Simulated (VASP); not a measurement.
# BeS (F-43m) in VASP: a series of runs

BeS is run at these levels: PBEsol; tasks: single point.

Program: VASP 6.6.1. These are calculated values, not measurements. Logs are shortened: lines on timing, memory, paths and dates and some standing lists are left out, and cuts for length are marked.

## Step 1: The cell of the first run

The structure is cubic, space group F-43m (No. 216). The conventional cell has a = 4.777 Å, b = 4.777 Å, c = 4.777 Å, α = 90.00°, β = 90.00°, γ = 90.00°. Be (site symmetry -43m) has 4 S at 2.07 Å within 2.7 Å. Within 2.7 Å of S (site symmetry -43m) lie 4 Be at 2.07 Å.

## Step 2: Single point, PBEsol

INCAR

```
PREC     = Accurate       # precision mode
ENCUT    = 520            # plane-wave cutoff, eV
EDIFF    = 1E-7           # SCF threshold, eV
ISMEAR   = 0              # smearing method
SIGMA    = 0.01           # smearing width, eV
LREAL    = F              # projectors in reciprocal space
LASPH    = T              # aspherical terms in the spheres
NELM     = 80             # most SCF steps
ALGO     = Normal         # electronic algorithm
ISIF     = 2              # what is computed and relaxed
LWAVE    = F              # write WAVECAR
LCHARG   = F              # write CHGCAR
GGA      = PS             # functional
NBANDS   = 11             # bands
```

KPOINTS

```
regular mesh
0
Gamma
  8 8 8
```

POSCAR

```
BeS
1.0
    0.0000000000      2.3883780322      2.3883780322
    2.3883780322      0.0000000000      2.3883780322
    2.3883780322      2.3883780322      0.0000000000
Be S
1 1
Direct
    0.0000000000      0.0000000000      0.0000000000
    0.7500000000      0.7500000000      0.7500000000
```

Potentials or basis: VASP PAW PBE potentials, release 64 (Be, S).

Run with:

```sh
$ cat potpaw_PBE.64/Be/POTCAR potpaw_PBE.64/S/POTCAR > POTCAR
$ mpirun -np 1 vasp_std > vasp.out
```

OUTCAR:

```text
PREC = Accurate
   ENCUT = 520
   EDIFF = 1E-7
   ISMEAR = 0
   LREAL = F
   LASPH = T
   NELM = 80
   ISIF = 2
   GGA = PS

 ion  position               nearest neighbor table
   1  0.000  0.000  0.000-   2 2.07   2 2.07   2 2.07   2 2.07
   2  0.750  0.750  0.750-   1 2.07   1 2.07   1 2.07   1 2.07

  LATTYP: Found a face centered cubic cell.
 ALAT       =     4.7767560644

  Lattice vectors:

 A1 = (   0.0000000000,   2.3883780322,   2.3883780322)
 A2 = (   2.3883780322,   0.0000000000,   2.3883780322)
 A3 = (   2.3883780322,   2.3883780322,   0.0000000000)

Analysis of symmetry for initial positions (statically):
=====================================================================
 Subroutine PRICEL returns:
 Original cell was already a primitive cell.

 Routine SETGRP: Setting up the symmetry group for a
 face centered cubic supercell.

 Subroutine GETGRP returns: Found 24 space group operations
 (whereof 24 operations were pure point group operations)
 out of a pool of 48 trial point group operations.

The static configuration has the point symmetry T_d .

Analysis of symmetry for dynamics (positions and initial velocities):
=====================================================================
 Subroutine PRICEL returns:
 Original cell was already a primitive cell.

 Routine SETGRP: Setting up the symmetry group for a
 face centered cubic supercell.

 Subroutine GETGRP returns: Found 24 space group operations
 (whereof 24 operations were pure point group operations)
 out of a pool of 48 trial point group operations.

The dynamic configuration has the point symmetry T_d .

 Subroutine INISYM returns: Found 24 space group operations
 (whereof 24 operations are pure point group operations),
 and found     1 'primitive' translations

----------------------------------------------------------------------------------------

                                     Primitive cell

  volume of cell :      27.2483

  direct lattice vectors                    reciprocal lattice vectors
     0.000000000  2.388378032  2.388378032    -0.209347094  0.209347094  0.209347094
     2.388378032  0.000000000  2.388378032     0.209347094 -0.209347094  0.209347094
     2.388378032  2.388378032  0.000000000     0.209347094  0.209347094 -0.209347094

  length of vectors
     3.377676605  3.377676605  3.377676605     0.362599803  0.362599803  0.362599803

  position of ions in fractional coordinates (direct lattice)
     0.000000000  0.000000000  0.000000000
     0.750000000  0.750000000  0.750000000

  ion indices of the primitive-cell ions
   primitive index   ion index
                 1           1
                 2           2

----------------------------------------------------------------------------------------

 KPOINTS: regular mesh

Automatic generation of k-mesh.
 Grid dimensions read from file:
 generate k-points for:    8    8    8

 Generating k-lattice:

  Cartesian coordinates                     Fractional coordinates (reciprocal lattice)
    -0.026168387  0.026168387  0.026168387     0.125000000  0.000000000  0.000000000
     0.026168387 -0.026168387  0.026168387     0.000000000  0.125000000  0.000000000
     0.026168387  0.026168387 -0.026168387     0.000000000  0.000000000  0.125000000

  Length of vectors
     0.045324975  0.045324975  0.045324975

  Shift w.r.t. Gamma in fractional coordinates (k-lattice)
     0.000000000  0.000000000  0.000000000

 Subroutine IBZKPT returns following result:
 ===========================================

 Found     29 irreducible k-points:

 Following reciprocal coordinates:
            Coordinates               Weight
  0.000000  0.000000  0.000000      1.000000
  0.125000  0.000000  0.000000      8.000000
  0.250000  0.000000  0.000000      8.000000
  0.375000  0.000000  0.000000      8.000000
  0.500000  0.000000  0.000000      4.000000
  0.125000  0.125000  0.000000      6.000000
[... 16 lines left out ...]
  0.500000  0.250000  0.125000     48.000000
 -0.375000  0.250000  0.125000     24.000000
 [... further k-points ...]
   k-points           NKPTS =     29   k-points in BZ     NKDIM =     29   number of bands    NBANDS=     11
   number of dos      NEDOS =    301   number of ions     NIONS =      2
   total plane-waves  NPLWV =  21952
   dimension x,y,z NGX =    28 NGY =   28 NGZ =   28
   dimension x,y,z NGXF=    56 NGYF=   56 NGZF=   56
   ions per type =               1   1
   NGX,Y,Z   is equivalent  to a cutoff of  13.78, 13.78, 13.78 a.u.
   NGXF,Y,Z  is equivalent  to a cutoff of  27.56, 27.56, 27.56 a.u.
 SYSTEM =  unknown system
   PREC   = accura    normal or accurate (medium, high low for compatibility)
   ISTART =      0    job   : 0-new  1-cont  2-samecut
   ICHARG =      2    charge: 1-file 2-atom 10-const
   ISPIN  =      1    spin polarized calculation?
   LNONCOLLINEAR =      F non collinear calculations
   LSORBIT =      F    spin-orbit coupling
   LASPH  =      T    aspherical Exc in radial PAW
   ENCUT  =  520.0 eV  38.22 Ry    6.18 a.u.   6.28  6.28  6.28*2*pi/ulx,y,z
   NELM   =     80;   NELMIN=  2; NELMDL= -5     # of ELM steps
   EDIFF  = 0.1E-06   stopping-criterion for ELM
   LREAL  =      F    real-space projection
   EDIFFG = 0.1E-05   stopping-criterion for IOM
   NSW    =      0    number of steps for IOM
   IBRION =     -1    ionic relax: 0-MD 1-quasi-New 2-CG
   NFREE  =      0    steps in history (QN), initial steepest desc. (CG)
   ISIF   =      2    stress and relaxation
   ISYM   =      2    0-nonsym 1-usesym 2-fastsym
   POTIM  = 0.5000    time-step for ionic-motion
   TEBEG  =    0.0;   TEEND  =   0.0 temperature during run
   PSTRESS=    0.0 pullay stress
   NELECT =       8.0000    total number of electrons
   NUPDOWN=      -1.0000    fix difference up-down
   EMIN   =  10.00;   EMAX   =-10.00  energy-range for DOS
   EFERMI =   0.00;   METHOD = LEGACY
   ISMEAR =     0;   SIGMA  =   0.01  broadening in eV -4-tet -1-fermi 0-gaus
   EFERMI_NEDOS =   21; number of points for ismear=-14 and -15
   IALGO  =     38    algorithm
   IMIX   =      4    mixing-type and parameters
     AMIX     =   0.40;   BMIX     =  1.00
     AMIX_MAG =   1.60;   BMIX_MAG =  1.00
  volume/ion in A,a.u.               =      13.62        91.94
  Fermi-wavevector in a.u.,A,eV,Ry     =   1.088074  2.056162 16.108005  1.183905
  Thomas-Fermi vector in A             =   2.224247
   LORBIT       =      0    0 simple, 1 ext, 2 COOP (PROOUT), +10 PAW based schemes
   GGA     = PS    functional components
   LHFCALC =     F    Hartree Fock is set to
   AEXX    =    0.0000 exact exchange contribution
   IVDW    =     0    specifies the selected vdW correction
   LEPSILON=     F    determine dielectric tensor
   LRPA    =     F    only Hartree local field effects (RPA)
 non-spin polarized calculation
 Gauss-broadening in eV      SIGMA  =   0.01
  energy-cutoff  :      520.00
  volume of cell :       27.25
 maximum number of plane-waves:       754
 NGX is ok and might be reduce to    28
   NGX = 13   NGY = 13   NGZ = 13

 number of electron       8.0000001 magnetization

 Free energy of the ion-electron system (eV)
  ---------------------------------------------------
  ext. energy  EPLUGINS =         0.00000000
  ---------------------------------------------------
  free energy    TOTEN  =       -10.54990641 eV

  energy without entropy =      -10.54990641  energy(sigma->0) =      -10.54990641

 E-fermi :   4.6844     XC(G=0): -10.0885

 val. band max:        4.6292033767   @ k =   0.0000   0.0000   0.0000
 cond. band min:       7.4499401349   @ k =   0.5000   0.5000   0.0000
 fundamental gap:      2.8207367583
 Fermi energy:         4.6843703216

 k-point     1 :       0.0000    0.0000    0.0000
  band No.  band energies     occupation
      1      -9.4066      2.00000
      2       4.6292      2.00000
      3       4.6292      2.00000
      4       4.6292      2.00000
      5      10.2137      0.00000
      6      10.2137      0.00000
      7      10.2137      0.00000
      8      10.7238      0.00000
      9      17.5149      0.00000
     10      17.5149      0.00000
     11      19.6586      0.00000

 k-point     2 :       0.1250    0.0000    0.0000
  band No.  band energies     occupation
      1      -9.2164      2.00000
      2       3.3498      2.00000
      3       4.4115      2.00000
      4       4.4115      2.00000
      5      10.2261      0.00000
      6      10.5947      0.00000
      7      10.5947      0.00000
      8      12.0028      0.00000
      9      16.7621      0.00000
     10      16.7621      0.00000
     11      19.3612      0.00000

 k-point     3 :       0.2500    0.0000    0.0000
  band No.  band energies     occupation
      1      -8.6886      2.00000
      2       1.1202      2.00000
      3       3.9838      2.00000
      4       3.9838      2.00000
      5      10.2142      0.00000
      6      11.1561      0.00000
      7      11.1561      0.00000
      8      14.1246      0.00000
      9      16.5136      0.00000
     10      16.5136      0.00000
     11      18.8995      0.00000

 k-point     4 :       0.3750    0.0000    0.0000
  band No.  band energies     occupation
      1      -8.0062      2.00000
      2      -0.7571      2.00000
      3       3.6437      2.00000
      4       3.6437      2.00000
      5      10.1871      0.00000
      6      11.1888      0.00000
      7      11.1888      0.00000
      8      15.4837      0.00000
      9      17.9641      0.00000
     10      17.9641      0.00000
     11      19.2505      0.00000
[... 239 lines left out ...]
 k-point    22 :       0.3750    0.2500    0.1250
  band No.  band energies     occupation
      1      -8.2549      2.00000
      2       0.8934      2.00000
      3       2.3140      2.00000
      4       3.4223      2.00000
      5      10.0632      0.00000
      6      11.8920      0.00000
      7      12.1843      0.00000
      8      13.2821      0.00000
      9      16.4007      0.00000
     10      19.2438      0.00000
     11      20.8304      0.00000

 k-point    23 :       0.5000    0.2500    0.1250
  band No.  band energies     occupation
      1      -7.6500      2.00000
      2      -0.3646      2.00000
      3       1.7608      2.00000
      4       2.9085      2.00000
      5      10.5232      0.00000
      6      11.4196      0.00000
      7      13.2134      0.00000
      8      13.9984      0.00000
      9      17.4294      0.00000
     10      19.2554      0.00000
     11      21.4358      0.00000

 k-point    24 :      -0.3750    0.2500    0.1250
  band No.  band energies     occupation
      1      -7.3392      2.00000
      2      -0.9743      2.00000
      3       1.6707      2.00000
      4       2.6402      2.00000
      5      10.5717      0.00000
      6      11.2399      0.00000
      7      13.9221      0.00000
      8      15.2603      0.00000
      9      16.1731      0.00000
     10      20.2055      0.00000
     11      20.8568      0.00000

 [... further k-points ...]
[... 5 lines left out ...]
  --------------------------------------------------------------------------------------
  -------------------------------------------------------------------------------------
  Total        0.7074597      0.7074597      0.7074597     -0.0000000      0.0000000      0.0000000
  in kB       41.5980635     41.5980635     41.5980635     -0.0000000      0.0000000      0.0000000
  external PRESSURE =      41.5980635 kB  Pullay stress =       0.0000000 kB

 VOLUME and BASIS-vectors are now :
 -----------------------------------------------------------------------------
  energy-cutoff  :      520.00
  volume of cell :       27.25
      direct lattice vectors                 reciprocal lattice vectors
     0.000000000  2.388378032  2.388378032    -0.209347094  0.209347094  0.209347094
     2.388378032  0.000000000  2.388378032     0.209347094 -0.209347094  0.209347094
     2.388378032  2.388378032  0.000000000     0.209347094  0.209347094 -0.209347094

 POSITION                                       TOTAL-FORCE (eV/Angst)
 -----------------------------------------------------------------------------------
      0.00000      0.00000      0.00000        -0.000000     -0.000000     -0.000000
      3.58257      3.58257      3.58257         0.000000      0.000000      0.000000
 -----------------------------------------------------------------------------------
    total drift:                                0.000000      0.000000      0.000000

  FREE ENERGIE OF THE ION-ELECTRON SYSTEM (eV)
  ---------------------------------------------------
  free  energy   TOTEN  =       -10.5499064057 eV

  energy  without entropy=      -10.5499064057  energy(sigma->0) =      -10.54990641
```

Wall time 7.2 s (1 thread of AMD EPYC 9R45 (Zen 5), shared host); peak memory 0.12 GiB.

What came out:

| Quantity | Value |
| --- | --- |
| Free energy | -10.5499 eV |
| Pressure | 4.2 GPa |
| Band gap on the k mesh | 2.82 eV, indirect (least direct gap 5.58 eV) |

Caveat: the PAW data sets were made with another functional, which shifts forces and pressure a little. Expect the measured gap to be larger: semilocal functionals such as PBEsol lack the derivative discontinuity.

## Step 3: Single point, PBEsol

This run uses another cell than the first one, of 13.28 Å³/atom, 0.975 times its volume.

INCAR

```
SYSTEM = BeS
PREC = Accurate ; ENCUT = 520
EDIFF = 1E-6 ; ISMEAR = 0
SIGMA = 0.01 ; LREAL = .FALSE.
LASPH = .TRUE. ; NELM = 100
ALGO = Normal ; ISIF = 2
LWAVE = .FALSE. ; LCHARG = .TRUE.
GGA = PS ; LELF = .TRUE.
LVHAR = .TRUE. ; NBANDS = 11
```

KPOINTS

```
Automatic mesh
0
G
  8 8 8
  0 0 0
```

POSCAR

```
BeS
1.0
    0.0000000000      2.3680771622      2.3680771622
    2.3680771622      0.0000000000      2.3680771622
    2.3680771622      2.3680771622      0.0000000000
Be S
1 1
Direct
    0.0000000000      0.0000000000      0.0000000000
    0.7500000000      0.7500000000      0.7500000000
```

Potentials or basis: VASP PAW PBE potentials, release 64 (Be, S).

Run with:

```sh
$ cat potpaw_PBE.64/Be/POTCAR potpaw_PBE.64/S/POTCAR > POTCAR
$ mpirun -np 1 vasp_std > vasp.out
```

Run time: 7.3 s. Hardware: 1 thread of AMD EPYC 9R45 (Zen 5), shared host; peak memory 0.12 GiB.

The run converged. Its results:

```
Free energy            : -10.5255 eV
Pressure               : 7.2 GPa
Band gap on the k mesh : 2.76 eV, indirect (least direct gap 5.57 eV)
```

Levels at points of the mesh, in eV from the valence-band top:
```tsv
k point	band 2	band 3	band 4	band 5	band 6	band 7
(0.00, 0.00, 0.00)	0.00	0.00	0.00	5.57	5.57	5.57
(0.50, 0.00, 0.00)	-6.34	-1.15	-1.15	5.63	6.45	6.45
(0.50, 0.50, 0.00)	-5.45	-2.93	-2.93	2.76	4.74	13.33
```

Caveat: the PAW data sets were made with another functional, which shifts forces and pressure a little. A k mesh can miss the band edges.

## Step 4: Single point, PBEsol

This run uses another cell than the first one, of 12.97 Å³/atom, 0.952 times its volume.

INCAR

```
PREC = Accurate
ENCUT = 520
EDIFF = 1E-6
ISMEAR = 0
SIGMA = 0.01
LREAL = F
LASPH = T
NELM = 60
ALGO = Normal
ISIF = 2
LWAVE = F
LCHARG = F
GGA = PS
NBANDS = 11
```

KPOINTS

```
Automatic mesh
0
Gamma
  8 8 8
```

POSCAR

```
BeS
1.0
    0.0000000000      2.3496541079      2.3496541079
    2.3496541079      0.0000000000      2.3496541079
    2.3496541079      2.3496541079      0.0000000000
Be S
1 1
Direct
    0.0000000000      0.0000000000      0.0000000000
    0.7500000000      0.7500000000      0.7500000000
```

Potentials or basis: VASP PAW PBE potentials, release 64 (Be, S).

Run with:

```sh
$ cat potpaw_PBE.64/Be/POTCAR potpaw_PBE.64/S/POTCAR > POTCAR
$ mpirun -np 1 vasp_std > vasp.out
```

OUTCAR:

```text
PREC = Accurate
   ENCUT = 520
   EDIFF = 1E-6
   ISMEAR = 0
   LREAL = F
   LASPH = T
   NELM = 60
   ISIF = 2
   GGA = PS

 ion  position               nearest neighbor table
   1  0.000  0.000  0.000-   2 2.03   2 2.03   2 2.03   2 2.03
   2  0.750  0.750  0.750-   1 2.03   1 2.03   1 2.03   1 2.03

  LATTYP: Found a face centered cubic cell.
 ALAT       =     4.6993082158

  Lattice vectors:

 A1 = (   0.0000000000,   2.3496541079,   2.3496541079)
 A2 = (   2.3496541079,   0.0000000000,   2.3496541079)
 A3 = (   2.3496541079,   2.3496541079,   0.0000000000)
[... 512 lines left out ...]
      6      11.8923      0.00000
      7      14.6888      0.00000
      8      16.0272      0.00000
      9      16.9308      0.00000
     10      21.0456      0.00000
     11      21.8076      0.00000

 [... further k-points ...]
[... 5 lines left out ...]
  --------------------------------------------------------------------------------------
  -------------------------------------------------------------------------------------
  Total        1.6485415      1.6485415      1.6485415      0.0000000      0.0000000     -0.0000000
  in kB      101.8048996    101.8048996    101.8048996      0.0000000      0.0000000     -0.0000000
  external PRESSURE =     101.8048996 kB  Pullay stress =       0.0000000 kB

 VOLUME and BASIS-vectors are now :
 -----------------------------------------------------------------------------
  energy-cutoff  :      520.00
  volume of cell :       25.94
      direct lattice vectors                 reciprocal lattice vectors
     0.000000000  2.349654108  2.349654108    -0.212797279  0.212797279  0.212797279
     2.349654108  0.000000000  2.349654108     0.212797279 -0.212797279  0.212797279
     2.349654108  2.349654108  0.000000000     0.212797279  0.212797279 -0.212797279

 POSITION                                       TOTAL-FORCE (eV/Angst)
 -----------------------------------------------------------------------------------
      0.00000      0.00000      0.00000        -0.000000     -0.000000     -0.000000
      3.52448      3.52448      3.52448         0.000000      0.000000      0.000000
 -----------------------------------------------------------------------------------
    total drift:                                0.000000      0.000000      0.000000

  FREE ENERGIE OF THE ION-ELECTRON SYSTEM (eV)
  ---------------------------------------------------
  free  energy   TOTEN  =       -10.4920667447 eV

  energy  without entropy=      -10.4920667447  energy(sigma->0) =      -10.49206674
```

It took 6.6 s on 1 thread of AMD EPYC 9R45 (Zen 5), shared host; peak memory 0.12 GiB.

What came out:

* Free energy: -10.4921 eV
* Pressure: 10.2 GPa
* Band gap on the k mesh: 2.69 eV, indirect (least direct gap 5.55 eV)

Caveat: the PAW data sets were made with another functional, which shifts forces and pressure a little. A hybrid or GW would open this gap; PBEsol tends to underestimate it.

## Step 5: Single point, PBEsol

This run uses another cell than the first one, of 12.52 Å³/atom, 0.919 times its volume.

INCAR

```
PREC = Accurate
ENCUT = 520
EDIFF = 1E-6
ISMEAR = 0
SIGMA = 0.01
LREAL = F
LASPH = T
NELM = 80
ALGO = Normal
ISIF = 2
LWAVE = F
LCHARG = T
GGA = PS
LELF = T
LVHAR = T
NBANDS = 11
```

KPOINTS is that of step 4.

POSCAR

```
BeS
1.0
    0.0000000000      2.3221972746      2.3221972746
    2.3221972746      0.0000000000      2.3221972746
    2.3221972746      2.3221972746      0.0000000000
Be S
1 1
Direct
    0.0000000000      0.0000000000      0.0000000000
    0.7500000000      0.7500000000      0.7500000000
```

Run with:

```sh
$ cat potpaw_PBE.64/Be/POTCAR potpaw_PBE.64/S/POTCAR > POTCAR
$ mpirun -np 1 vasp_std > vasp.out
```

Wall time 4.7 s (1 thread of AMD EPYC 9R45 (Zen 5), shared host); peak memory 0.1 GiB.

Results (log left out):

| Property | Result |
| --- | --- |
| Free energy | -10.4210 eV |
| Pressure | 15.2 GPa |
| Band gap on the k mesh | 2.60 eV, indirect (least direct gap 5.51 eV) |

Levels at points of the mesh, in eV from the valence-band top:
```
           k point  band 1  band 2  band 3  band 4  band 5  band 6  band 7  band 8
(0.00, 0.00, 0.00)  -14.67    0.00    0.00    0.00    5.51    5.51    5.51    6.85
(0.50, 0.00, 0.00)  -12.65   -6.77   -1.24   -1.24    5.84    6.41    6.41   11.54
(0.50, 0.50, 0.00)  -11.97   -5.78   -3.16   -3.16    2.60    4.65   13.80   13.80
```

Caveat: the PAW data sets were made with another functional, which shifts forces and pressure a little. A k mesh can miss the band edges.

(Part 1 of 2 ends here.)
